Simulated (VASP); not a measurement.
# SnO2: single point with LDA

The system is SnO2.

```
Sn O
1.0
     3.30150    1.90612    3.88253
    -3.30150    1.90612    3.88253
     0.00000   -3.81224    3.88253
Sn O
4 8
Direct
  0.86454 0.86454 0.86454
  0.36487 0.36487 0.86488
  0.36487 0.86488 0.36487
  0.86488 0.36487 0.36487
  0.11991 0.61961 0.61961
  0.61961 0.11991 0.61961
  0.61961 0.61961 0.11991
  0.60994 0.60994 0.60994
  0.11985 0.11985 0.11985
  0.10969 0.10969 0.61000
  0.10969 0.61000 0.10969
  0.61000 0.10969 0.10969
```

```json
{
 "Program": "VASP 6.6.1",
 "Task": "single point",
 "Functional": "LDA",
 "Potentials or basis": "VASP PAW LDA potentials, release 64 (Sn_d, O)",
 "Cutoff": "520 eV",
 "k mesh": "6 × 6 × 6",
 "Occupations": "gaussian, width 0.05 eV",
 "Spin": "no spin polarisation",
 "Dipole correction": "no",
 "Further INCAR settings": "ALGO = Normal; EDIFF = 1e-07; NBANDS = 64"
}
```

| Property | Result |
| --- | --- |
| Pressure | -5.5 GPa |
| Largest force | 0.077 eV/Å |
| Band gap on the k mesh | 0.96 eV |

Forces in eV/Å, atoms in the order of the input:
```
Sn   0.000  0.000  0.003
Sn   0.000 -0.004 -0.001
Sn  -0.004  0.002 -0.001
Sn   0.004  0.002 -0.001
O    0.000  0.000 -0.074
O    0.000  0.000 -0.074
O    0.000  0.000 -0.074
O    0.000  0.000  0.077
O    0.000  0.000 -0.070
O    0.000  0.000  0.072
O    0.000  0.000  0.072
O    0.000  0.000  0.072
```

Stress tensor (GPa, compression positive):
```
-7.63  0.00  0.00
 0.00 -7.63  0.00
 0.00  0.00 -1.33
```

Levels at points of the mesh, in eV from the valence-band top:
| k point | band 49 | band 50 | band 51 | band 52 | band 53 | band 54 | band 55 | band 56 |
| --- | --- | --- | --- | --- | --- | --- | --- | --- |
| (0.00, 0.00, 0.00) | -0.07 | -0.07 | -0.07 | 0.00 | 0.96 | 4.22 | 4.22 | 4.22 |
| (0.50, 0.00, 0.00) | -0.29 | -0.29 | -0.12 | -0.12 | 3.61 | 3.61 | 5.13 | 5.13 |
| (0.50, 0.50, 0.00) | -0.60 | -0.59 | -0.22 | -0.22 | 4.21 | 4.22 | 5.10 | 5.10 |
| (0.50, 0.50, 0.50) | -1.44 | -1.29 | -1.29 | -1.29 | 3.53 | 5.07 | 5.07 | 5.07 |

It took 4.6 min on 1 thread of Intel(R) Xeon(R) Platinum 8488C (Sapphire Rapids) (shared host), peak memory 0.33 GiB.

Caveat: the stress differs along the axes, from -8 to -1 GPa; spin-orbit coupling is left out, which moves the levels of the heavy elements.
